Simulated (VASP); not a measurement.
# OsO3 (Im-3m) in VASP: notebook

OsO3 is run at these levels: PBE; tasks: single point, relaxation of cell and atoms.

Program: VASP 6.6.1. These are calculated values, not measurements. Logs are shortened: lines on timing, memory, paths and dates and some standing lists are left out, and cuts for length are marked.

### 1 The cell of the first run

It takes space group Im-3m (No. 229, cubic). Conventional cell: a = 4.159 Å, b = 4.159 Å, c = 4.159 Å, α = 90.00°, β = 90.00°, γ = 90.00°. Within 2.8 Å of Os (site symmetry m-3m) lie 6 O at 2.08 Å. Within 2.8 Å of O (site symmetry 4/mmm) lie 2 Os at 2.08 Å and 4 O at 2.08 Å.

### 2 Single point, PBE, collinear spin, ferromagnetic start

INCAR reads:

```
SYSTEM = OsO3
PREC     = Accurate       ! precision mode
ENCUT    = 520            ! plane-wave cutoff, eV
EDIFF    = 1E-7           ! SCF threshold, eV
ISMEAR   = 0              ! smearing method
SIGMA    = 0.1            ! smearing width, eV
LREAL    = .FALSE.        ! projectors in reciprocal space
LASPH    = .TRUE.         ! aspherical terms in the spheres
NELM     = 150            ! most SCF steps
ALGO     = Normal         ! electronic algorithm
ISIF     = 2              ! what is computed and relaxed
LWAVE    = .FALSE.        ! write WAVECAR
LCHARG   = .FALSE.        ! write CHGCAR
ISPIN    = 2              ! spin polarisation
MAGMOM   = 1 0 0 0        ! initial moments
LORBIT   = 11             ! projections on sites
LMAXMIX  = 4              ! l up to which the mixer works
GGA      = PE             ! functional
NBANDS   = 25             ! bands
```

KPOINTS reads:

```
regular mesh
0
G
  6 6 6
  0 0 0
```

POSCAR reads:

```
OsO3
1.0
   -2.0797089222      2.0797089222      2.0797089222
    2.0797089222     -2.0797089222      2.0797089222
    2.0797089222      2.0797089222     -2.0797089222
Os O
1 3
Direct
    0.0000000000      0.0000000000      0.0000000000
    0.0000000000      0.5000000000      0.5000000000
    0.5000000000      0.0000000000      0.5000000000
    0.5000000000      0.5000000000      0.0000000000
```

Potentials or basis: VASP PAW PBE potentials, release 64 (Os, O).

On the command line:

```console
$ cat potpaw_PBE.64/Os/POTCAR potpaw_PBE.64/O/POTCAR > POTCAR
$ mpirun -np 1 vasp_std > vasp.out
```

OUTCAR:

```text
SYSTEM = OsO3
   PREC = Accurate
   ENCUT = 520
   EDIFF = 1E-7
   ISMEAR = 0
   LREAL = .FALSE.
   LASPH = .TRUE.
   NELM = 150
   ISIF = 2
   ISPIN = 2
   LORBIT = 11
   GGA = PE

 ion  position               nearest neighbor table
   1  0.000  0.000  0.000-   2 2.08   3 2.08   4 2.08   2 2.08   3 2.08   4 2.08
   2  0.000  0.500  0.500-   1 2.08   1 2.08
   3  0.500  0.000  0.500-   1 2.08   1 2.08
   4  0.500  0.500  0.000-   1 2.08   1 2.08

  LATTYP: Found a body centered cubic cell.
 ALAT       =     4.1594178444

  Lattice vectors:

 A1 = (  -2.0797089222,   2.0797089222,   2.0797089222)
 A2 = (   2.0797089222,  -2.0797089222,   2.0797089222)
 A3 = (   2.0797089222,   2.0797089222,  -2.0797089222)

Analysis of symmetry for initial positions (statically):
=====================================================================
 Subroutine PRICEL returns:
 Original cell was already a primitive cell.

 Routine SETGRP: Setting up the symmetry group for a
 body centered cubic supercell.

 Subroutine GETGRP returns: Found 48 space group operations
[... 9 lines left out ...]

 Routine SETGRP: Setting up the symmetry group for a
 body centered cubic supercell.

 Subroutine GETGRP returns: Found 48 space group operations
 (whereof 48 operations were pure point group operations)
 out of a pool of 48 trial point group operations.

The dynamic configuration has the point symmetry O_h .

Analysis of structural, dynamic, and magnetic symmetry:
=====================================================================
 Subroutine PRICEL returns:
 Original cell was already a primitive cell.

 Routine SETGRP: Setting up the symmetry group for a
 body centered cubic supercell.

 Subroutine GETGRP returns: Found 48 space group operations
 (whereof 48 operations were pure point group operations)
 out of a pool of 48 trial point group operations.

The overall configuration has the point symmetry O_h .

 Subroutine INISYM returns: Found 48 space group operations
[... 5 lines left out ...]
                                     Primitive cell

  volume of cell :      35.9805

  direct lattice vectors                    reciprocal lattice vectors
    -2.079708922  2.079708922  2.079708922     0.000000000  0.240418260  0.240418260
     2.079708922 -2.079708922  2.079708922     0.240418260  0.000000000  0.240418260
     2.079708922  2.079708922 -2.079708922     0.240418260  0.240418260  0.000000000

  length of vectors
     3.602161518  3.602161518  3.602161518     0.340002764  0.340002764  0.340002764

  position of ions in fractional coordinates (direct lattice)
     0.000000000  0.000000000  0.000000000
     0.000000000  0.500000000  0.500000000
     0.500000000  0.000000000  0.500000000
     0.500000000  0.500000000  0.000000000

  ion indices of the primitive-cell ions
[... 97 lines left out ...]
   LEPSILON=     F    determine dielectric tensor
   LRPA    =     F    only Hartree local field effects (RPA)
 spin polarized calculation
 Gauss-broadening in eV      SIGMA  =   0.10
  energy-cutoff  :      520.00
  volume of cell :       35.98
 maximum number of plane-waves:       978
   NGX = 13   NGY = 13   NGZ = 13

 number of electron      25.9999980 magnetization       0.0002418

 number of electron      25.9999980 magnetization      -0.0004020

 Free energy of the ion-electron system (eV)
  ---------------------------------------------------
  ext. energy  EPLUGINS =         0.00000000
  ---------------------------------------------------
  free energy    TOTEN  =       -23.83995413 eV

  energy without entropy =      -23.82375979  energy(sigma->0) =      -23.83185696

 E-fermi :   6.8173     XC(G=0): -12.8997

 val. band max:        6.7647452788   @ k =   0.5000   0.5000   0.3333
 cond. band min:       6.8202014746   @ k =  -0.3333   0.3333   0.3333
 fundamental gap:      0.0554561958
 Fermi energy:         6.8172982688

 spin component 1

 k-point     1 :       0.0000    0.0000    0.0000
  band No.  band energies     occupation
      1     -15.5068      1.00000
      2     -11.1888      1.00000
      3     -11.1888      1.00000
      4       0.1934      1.00000
      5       0.1934      1.00000
      6       0.1934      1.00000
[... 437 lines left out ...]
     24      27.4585      0.00000
     25      27.4585      0.00000
 Fermi energy:         6.8172982688

 spin component 2

 k-point     1 :       0.0000    0.0000    0.0000
  band No.  band energies     occupation
      1     -15.5070      1.00000
      2     -11.1890      1.00000
      3     -11.1890      1.00000
      4       0.1932      1.00000
      5       0.1932      1.00000
      6       0.1932      1.00000
[... 437 lines left out ...]
     24      27.4584      0.00000
     25      27.4584      0.00000

------------------------ aborting loop because EDIFF is reached ----------------------------------------

  FORCE on cell =-STRESS in cart. coord.  units (eV):
  Direction    XX          YY          ZZ          XY          YZ          ZX
  --------------------------------------------------------------------------------------
  -------------------------------------------------------------------------------------
  Total        0.3359479      0.3359479      0.3359479      0.0000000      0.0000000     -0.0000000
  in kB       14.9594228     14.9594228     14.9594228      0.0000000      0.0000000     -0.0000000
  external PRESSURE =      14.9594228 kB  Pullay stress =       0.0000000 kB

 VOLUME and BASIS-vectors are now :
 -----------------------------------------------------------------------------
  energy-cutoff  :      520.00
  volume of cell :       35.98
      direct lattice vectors                 reciprocal lattice vectors
    -2.079708922  2.079708922  2.079708922     0.000000000  0.240418260  0.240418260
     2.079708922 -2.079708922  2.079708922     0.240418260  0.000000000  0.240418260
     2.079708922  2.079708922 -2.079708922     0.240418260  0.240418260  0.000000000

 POSITION                                       TOTAL-FORCE (eV/Angst)
 -----------------------------------------------------------------------------------
      0.00000      0.00000      0.00000        -0.000000     -0.000000      0.000000
      2.07971      0.00000      0.00000        -0.000000      0.000000      0.000000
      0.00000      2.07971      0.00000        -0.000000      0.000000     -0.000000
      0.00000      0.00000      2.07971         0.000000     -0.000000      0.000000
 -----------------------------------------------------------------------------------
    total drift:                                0.000000      0.000000     -0.000000

  FREE ENERGIE OF THE ION-ELECTRON SYSTEM (eV)
  ---------------------------------------------------
  free  energy   TOTEN  =       -23.8399541285 eV

  energy  without entropy=      -23.8237597878  energy(sigma->0) =      -23.83185696

 total charge

# of ion       s       p       d       tot
------------------------------------------
    1        0.451   0.574   5.833   6.858
    2        1.603   3.263   0.000   4.866
    3        1.603   3.263   0.000   4.866
    4        1.603   3.263   0.000   4.866
--------------------------------------------------
tot          5.260  10.363   5.833  21.456

 magnetization (x)

# of ion       s       p       d       tot
------------------------------------------
    1        0.000   0.000   0.000   0.000
    2       -0.000  -0.000   0.000  -0.000
    3       -0.000  -0.000   0.000  -0.000
    4       -0.000  -0.000   0.000  -0.000
--------------------------------------------------
tot         -0.000  -0.000   0.000  -0.000
```

stdout:

```text
POSCAR found type information on POSCAR OsO
 POSCAR found :  2 types and       4 ions
 scaLAPACK will be used
 LDA part: xc-table for (Slater+PW92), standard interpolation
 POSCAR, INCAR and KPOINTS ok, starting setup
 FFT: planning ... GRIDC
 FFT: planning ... GRID_SOFT
 FFT: planning ... GRID
 WAVECAR not read
 entering main loop
```

It took 38 s on 1 thread of Intel Xeon Platinum 8488C (Sapphire Rapids), shared host; peak memory 0.18 GiB.

Results:

```
Free energy                                           : -23.8400 eV
Pressure                                              : 1.5 GPa
Band gap on the k mesh                                : zero (filled and empty bands overlap)
Net moment                                            : 0.00 μB per cell
Valence electrons inside the program's atomic spheres : Os 6.86; O 4.87
```

Levels at points of the mesh, in eV from the Fermi level:
Spin up:
```csv
k point,band 11,band 12,band 13,band 14,band 15,band 16
"(0.00, 0.00, 0.00)",-3.14,-3.14,-0.17,-0.17,0.40,0.40
"(0.50, 0.00, 0.00)",-3.01,-1.83,-0.71,0.70,0.87,0.95
"(0.50, 0.50, 0.50)",-1.64,-1.64,0.05,0.05,0.46,0.46
```
Spin down:
```csv
k point,band 10,band 11,band 12,band 13,band 14,band 15,band 16,band 17
"(0.00, 0.00, 0.00)",-3.14,-3.14,-3.14,-0.17,-0.17,0.40,0.40,0.40
"(0.50, 0.00, 0.00)",-3.34,-3.01,-1.83,-0.71,0.70,0.87,0.95,5.00
"(0.50, 0.50, 0.50)",-1.64,-1.64,-1.64,0.05,0.05,0.46,0.46,0.46
```

Caveat: spin-orbit coupling is left out, which moves the levels of the heavy elements.

### 3 Relaxation of cell and atoms, PBE, collinear spin, ferromagnetic start

This run uses another cell than the first one, of 10.06 Å³/atom, 1.118 times its volume.

INCAR reads:

```
PREC     = Accurate       # precision mode
ENCUT    = 600            # plane-wave cutoff, eV
EDIFF    = 1E-6           # SCF threshold, eV
ISMEAR   = 0              # smearing method
SIGMA    = 0.1            # smearing width, eV
LREAL    = F              # projectors in reciprocal space
LASPH    = T              # aspherical terms in the spheres
NELM     = 150            # most SCF steps
ALGO     = Normal         # electronic algorithm
ISIF     = 3              # what is computed and relaxed
LWAVE    = F              # write WAVECAR
LCHARG   = F              # write CHGCAR
ISPIN    = 2              # spin polarisation
MAGMOM   = 1 0 0 0        # initial moments
LORBIT   = 11             # projections on sites
LMAXMIX  = 4              # l up to which the mixer works
GGA      = PE             # functional
IBRION   = 2              # ionic algorithm
NSW      = 90             # ionic steps
EDIFFG   = -0.04          # ionic threshold
```

KPOINTS reads:

```
Automatic mesh
0
Gamma
  6 6 6
```

POSCAR reads:

```
OsO3
1.0
   -2.1583871100      2.1583871100      2.1583871100
    2.1583871100     -2.1583871100      2.1583871100
    2.1583871100      2.1583871100     -2.1583871100
Os O
1 3
Direct
    0.0000000000      0.0000000000      0.0000000000
    0.0000000000      0.5000000000      0.5000000000
    0.5000000000      0.0000000000      0.5000000000
    0.5000000000      0.5000000000      0.0000000000
```

Potentials or basis: VASP PAW PBE potentials, release 64 (Os, O).

On the command line:

```console
$ cat potpaw_PBE.64/Os/POTCAR potpaw_PBE.64/O/POTCAR > POTCAR
$ mpirun -np 1 vasp_std > vasp.out
```

It took 90 s on 1 thread of Intel Xeon Platinum 8488C (Sapphire Rapids), shared host; peak memory 0.21 GiB.

Results (log left out):

```
Free energy                                           : -23.8595 eV
Relaxed volume                                        : 9.05 Å³/atom
Relaxed cell                                          : a = 3.610 Å, b = 3.610 Å, c = 3.610 Å, α = 109.47°, β = 109.47°, γ = 109.47°
Space group after relaxing (to 0.05 Å)                : Im-3m (No. 229)
Energy gained by relaxing                             : 77.4 meV/atom
Ionic steps                                           : 3
Pressure after relaxing                               : -0.5 GPa
Band gap on the k mesh                                : zero (filled and empty bands overlap)
Net moment                                            : 0.00 μB per cell
Valence electrons inside the program's atomic spheres : Os 6.83; O 4.86
```

The path:
| step | energy change (eV) | largest force (eV/Å) | pressure (GPa) | volume (Å³) |
| --- | --- | --- | --- | --- |
| 1 | 0.0000 | 0.0000 | -21.98 | 40.22 |
| 2 | 0.0185 | 0.0000 | 33.79 | 32.71 |
| 3 | -0.3095 | 0.0000 | -0.49 | 36.21 |

Final structure:
```
Os O
1.0
    -2.08418    2.08418    2.08418
     2.08418   -2.08418    2.08418
     2.08418    2.08418   -2.08418
Os O
1 3
Direct
  0.00000 0.00000 0.00000
  0.00000 0.50000 0.50000
  0.50000 0.00000 0.50000
  0.50000 0.50000 0.00000
```

Levels at points of the mesh, in eV from the Fermi level:
Spin up:
```
           k point  band 10  band 11  band 12  band 13  band 14  band 15  band 16  band 17
(0.00, 0.00, 0.00)    -3.10    -3.10    -3.10    -0.17    -0.17     0.40     0.40     0.40
(0.50, 0.00, 0.00)    -3.31    -2.98    -1.81    -0.70     0.69     0.85     0.94     4.95
(0.50, 0.50, 0.50)    -1.62    -1.62    -1.62     0.04     0.04     0.46     0.46     0.46
```
Spin down:
```tsv
k point	band 9	band 10	band 11	band 12	band 13	band 14	band 15	band 16	band 17	band 18
(0.00, 0.00, 0.00)	-4.76	-3.10	-3.10	-3.10	-0.17	-0.17	0.40	0.40	0.40	3.49
(0.50, 0.00, 0.00)	-3.63	-3.31	-2.98	-1.81	-0.70	0.69	0.85	0.94	4.95	9.34
(0.50, 0.50, 0.50)	-3.84	-1.62	-1.62	-1.62	0.04	0.04	0.46	0.46	0.46	6.29
```

Caveat: spin-orbit coupling is left out, which moves the levels of the heavy elements.

### 4 Single point, PBE, collinear spin, ferromagnetic start

INCAR reads:

```
SYSTEM = OsO3
PREC = Accurate
ENCUT = 600
EDIFF = 1E-6
ISMEAR = 0
SIGMA = 0.1
LREAL = .False.
LASPH = .True.
NELM = 200
ALGO = Normal
ISIF = 2
LWAVE = .False.
LCHARG = .False.
ISPIN = 2
MAGMOM = 1 0 0 0
LORBIT = 11
LMAXMIX = 4
GGA = PE
NBANDS = 29
GGA_COMPAT = .False.
```

KPOINTS reads:

```
Automatic mesh
0
Gamma
  6 6 6
  0 0 0
```

POSCAR reads:

```
OsO3
1.0
   -2.0797089222      2.0797089222      2.0797089222
    2.0797089222     -2.0797089222      2.0797089222
    2.0797089222      2.0797089222     -2.0797089222
Os O
1 3
Direct
    0.0000000000      0.0000000000      0.0000000000
    0.0000000000      0.5000000000      0.5000000000
    0.5000000000      0.0000000000      0.5000000000
    0.5000000000      0.5000000000      0.0000000000
```

Potentials or basis: VASP PAW PBE potentials, release 64 (Os_sv_GW, O).

On the command line:

```console
$ cat potpaw_PBE.64/Os_sv_GW/POTCAR potpaw_PBE.64/O/POTCAR > POTCAR
$ mpirun -np 1 vasp_std > vasp.out
```

It took 52 s on 1 thread of Intel Xeon Platinum 8375C at 2.90GHz (Ice Lake), shared host; peak memory 0.21 GiB.

Results (log left out):

| Quantity | Value |
| --- | --- |
| Free energy | -25.0545 eV |
| Pressure | -0.2 GPa |
| Band gap on the k mesh | zero (filled and empty bands overlap) |
| Net moment | 0.00 μB per cell |
| Valence electrons inside the program's atomic spheres | Os 14.40; O 4.87 |

Levels at points of the mesh, in eV from the Fermi level:
Spin up:
| k point | band 15 | band 16 | band 17 | band 18 | band 19 | band 20 |
| --- | --- | --- | --- | --- | --- | --- |
| (0.00, 0.00, 0.00) | -3.15 | -3.15 | -0.14 | -0.14 | 0.39 | 0.39 |
| (0.50, 0.00, 0.00) | -3.03 | -1.83 | -0.70 | 0.71 | 0.89 | 0.94 |
| (0.50, 0.50, 0.50) | -1.64 | -1.64 | 0.07 | 0.07 | 0.45 | 0.45 |
Spin down:
```
           k point  band 14  band 15  band 16  band 17  band 18  band 19  band 20  band 21
(0.00, 0.00, 0.00)    -3.15    -3.15    -3.15    -0.14    -0.14     0.39     0.39     0.39
(0.50, 0.00, 0.00)    -3.36    -3.03    -1.83    -0.70     0.71     0.89     0.94     5.02
(0.50, 0.50, 0.50)    -1.64    -1.64    -1.64     0.07     0.07     0.45     0.45     0.45
```

Caveat: spin-orbit coupling is left out, which moves the levels of the heavy elements.

### 5 Overview

```csv
task,potentials or basis,cell,cutoff (eV),second run,gap on the mesh (eV),pressure (GPa),moment (μB)
single point,"VASP PAW PBE potentials, release 64 (Os, O)","a = 3.602 Å, angles 109.5°, 4 atoms",520,-,none,1.5,0.00
relaxation of cell and atoms,"VASP PAW PBE potentials, release 64 (Os, O)","relaxed from a = 3.738 Å, angles 109.5°, 4 atoms",600,-,none,-0.5,0.00
single point,"VASP PAW PBE potentials, release 64 (Os_sv_GW, O)","a = 3.602 Å, angles 109.5°, 4 atoms",600,valence_matched,none,-0.2,0.00
```

Alike in all rows: level PBE; spin collinear, ferromagnetic start; k mesh 6 × 6 × 6; smearing gaussian 0.1 eV.

Caveats: spin-orbit coupling is left out, which moves the levels of the heavy elements.

Absolute energies hang on the potentials; compare differences alone.
